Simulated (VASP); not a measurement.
Wanted: the native input for a VASP 6.6.1 run.

```
Task                   : single point
Functional             : PBE
Potentials or basis    : VASP PAW PBE potentials, release 64 (Hg, Pt)
Cutoff                 : 520 eV
k mesh                 : 6 × 6 × 6
Occupations            : fermi-dirac, width 0.05 eV
Spin                   : no spin polarisation
Dipole correction      : no
Further INCAR settings : ALGO = Fast; EDIFF = 1e-06; NBANDS = 31
```

The structure of Hg3Pt lies in POSCAR:

```
Hg3Pt
1.0
    4.3729915139      0.0000000000      0.0000000000
    0.0000000000      4.3729915139      0.0000000000
    0.0000000000      0.0000000000      4.3729915139
Hg Pt
3 1
Direct
    0.5000000000      0.5000000000      0.0000000000
    0.5000000000      0.0000000000      0.5000000000
    0.0000000000      0.5000000000      0.5000000000
    0.0000000000      0.0000000000      0.0000000000
```

One way to write it, as run:

INCAR

```
SYSTEM = Hg3Pt
PREC = Accurate
ENCUT = 520
EDIFF = 1E-6
ISMEAR = -1
SIGMA = 0.05
LREAL = .False.
LASPH = .True.
NELM = 60
ALGO = Fast
ISIF = 2
LWAVE = .False.
LCHARG = .True.
GGA = PE
LELF = .True.
LVHAR = .True.
NBANDS = 31
```

KPOINTS

```
Automatic mesh
0
Gamma
  6 6 6
  0 0 0
```

Potentials or basis: VASP PAW PBE potentials, release 64 (Hg, Pt).

The run is started by

```sh
$ cat potpaw_PBE.64/Hg/POTCAR potpaw_PBE.64/Pt/POTCAR > POTCAR
$ mpirun -np 1 vasp_std > vasp.out
```

It gave:

* Pressure: -2.3 GPa
* Band gap on the k mesh: zero (bands 23 and 24 overlap by 2.55 eV)

Caveat: spin-orbit coupling is left out, which moves the levels of the heavy elements.

Wall time 22 s on 1 thread of Intel(R) Xeon(R) 6975P-C (Granite Rapids), on a shared host, peak memory 0.22 GiB.
